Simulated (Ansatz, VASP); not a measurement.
**Two plane-wave programs on CdSe**

```
Cd Se
1.0
     4.40596    0.00000    0.00000
    -2.20298    3.81568    0.00000
     0.00000    0.00000    6.83982
Cd Se
2 2
Direct
  0.66667 0.33333 0.00000
  0.33333 0.66667 0.50000
  0.66667 0.33333 0.37500
  0.33333 0.66667 0.87500
```

Change from the starting cell: strain +0.025 along x and y, -0.025 along z, atoms carried along.

Alike in both runs: task single point; functional PBE; k mesh 6 × 6 × 4; occupations gaussian, width 0.05 eV; no spin polarisation.

```csv
,VASP,Ansatz
version,VASP 6.6.1,Ansatz 0.2.0
potentials or method,"VASP PAW PBE potentials, release 64 (Cd, Se), cutoff 520 eV","scalar-relativistic, plane waves, PAW"
valence electrons in the cell,36,72
```

Ansatz gave:

| Property | Result |
| --- | --- |
| gap on the k mesh at the Fermi level (eV) | 0.63 |
| least direct gap on the mesh (eV) | 0.63 |
| pressure (GPa) | 1.9 |
| traceless stress, the component that is largest in VASP (GPa) | 3.30 |
| rms of the force components (eV/Å) | 0.259 |

Question: Estimate VASP's values.

Answer: gap on the k mesh at the Fermi level (eV): 0.63; least direct gap on the mesh (eV): 0.63; pressure (GPa): 2.2; traceless stress, the component that is largest in VASP (GPa): 3.38; rms of the force components (eV/Å): 0.269.

Atom by atom the forces differ by 0.010 eV/Å (rms over components). The functional is the same, so the differences come from potentials, cutoffs and numerics. VASP's potentials hold 36 valence electrons a cell and Ansatz's 72, so a difference there can come from the potentials and not from the codes.
